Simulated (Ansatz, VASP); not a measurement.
## Cu: VASP beside Ansatz

INCAR

```
PREC = Accurate
ENCUT = 520
EDIFF = 1E-7
ISMEAR = 0
SIGMA = 0.15
LREAL = False
LASPH = True
NELM = 80
ALGO = Fast
ISIF = 2
LWAVE = False
LCHARG = False
GGA = PE
NBANDS = 12
```

Contents of KPOINTS:

```
Automatic mesh
0
Gamma
  22 22 22
```

The input POSCAR:

```
Cu
1.0
    0.0000000000      1.7397187500      1.8075000000
    1.8752812500      0.0000000000      1.8075000000
    1.8752812500      1.7397187500      0.0000000000
Cu
1
Direct
    0.0000000000      0.0000000000      0.0000000000
```

Input for Ansatz:

```yaml
crystal:
  lattice:
    - [0.0, 1.73971875, 1.8075]
    - [1.87528125, 0.0, 1.8075]
    - [1.87528125, 1.73971875, 0.0]
  atoms:
    - { symbol: Cu, position: [0.0, 0.0, 0.0] }
basis:
  ecutwfc: 420
kpoints:
  mp_grid: { grid: [22, 22, 22] }
hamiltonian:
  xc: pbe
scf:
  occupations: { method: gaussian, width: 0.15 }
output:
  forces: true
  stress: true
  eigenvalues: true
```

Change from the starting cell: strain +0.0375 x Voigt [1, -1, 0, 0, 0, 0], atoms carried along.

Alike in both runs: task single point; functional PBE; k mesh 22 × 22 × 22; occupations gaussian, width 0.15 eV; no spin polarisation.

```csv
,VASP,Ansatz
version,VASP 6.6.1,Ansatz 0.2.0
potentials or method,"VASP PAW PBE potentials, release 64 (Cu), cutoff 520 eV","scalar-relativistic, plane waves, PAW"
valence electrons in the cell,11,19
```

Ansatz gave:

| Quantity | Value |
| --- | --- |
| gap on the k mesh at the Fermi level (eV) | none |
| pressure (GPa) | 2.1 |
| traceless stress, the component that is largest in VASP (GPa) | -2.53 |

Task: Which values does VASP return?

Result: gap on the k mesh at the Fermi level (eV): none; pressure (GPa): 2.8; traceless stress, the component that is largest in VASP (GPa): -2.52.

A gap of «none» marks a metal or a gap that the smearing closes. VASP's potentials hold 11 valence electrons a cell and Ansatz's 19, so a difference there can come from the potentials and not from the codes.
